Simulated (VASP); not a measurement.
NiO2, 3 atoms in the cell. The structure is trigonal, space group P-3m1 (No. 164). The conventional cell has a = 2.783 Å, b = 2.783 Å, c = 4.592 Å, α = 90.00°, β = 90.00°, γ = 120.00°. Ni (site symmetry -3m) has 6 O at 1.86 Å within 2.5 Å. O (site symmetry 3m) has 3 Ni at 1.86 Å and 3 O at 2.46 Å within 2.5 Å. 

```yaml
Program: VASP 6.6.1
Task: single point
Functional: PBEsol
Potentials_or_basis: VASP PAW PBE potentials, release 64 (Ni_sv_GW, O)
Cutoff: 700 eV
k_mesh: 12 × 12 × 6
Occupations: gaussian, width 0.02 eV
Spin: no spin polarisation
Dipole_correction: no
Further_INCAR_settings: ALGO = Normal; EDIFF = 1e-06; NBANDS = 22
```

Potentials or basis: VASP PAW PBE potentials, release 64 (Ni_sv_GW, O).

Run with:

```console
$ cat potpaw_PBE.64/Ni_sv_GW/POTCAR potpaw_PBE.64/O/POTCAR > POTCAR
$ mpirun -np 1 vasp_std > vasp.out
```

Hardware: 1 thread of Intel(R) Xeon(R) Platinum 8259CL CPU @ 2.50GHz (Skylake/Cascade Lake), on a shared host.

Question: Estimate the wall time of this run.

Answer: Wall time 110 s on 1 thread of Intel(R) Xeon(R) Platinum 8259CL CPU @ 2.50GHz (Skylake/Cascade Lake), on a shared host, peak memory 0.25 GiB. Counts: scf iterations 15, k points 100.
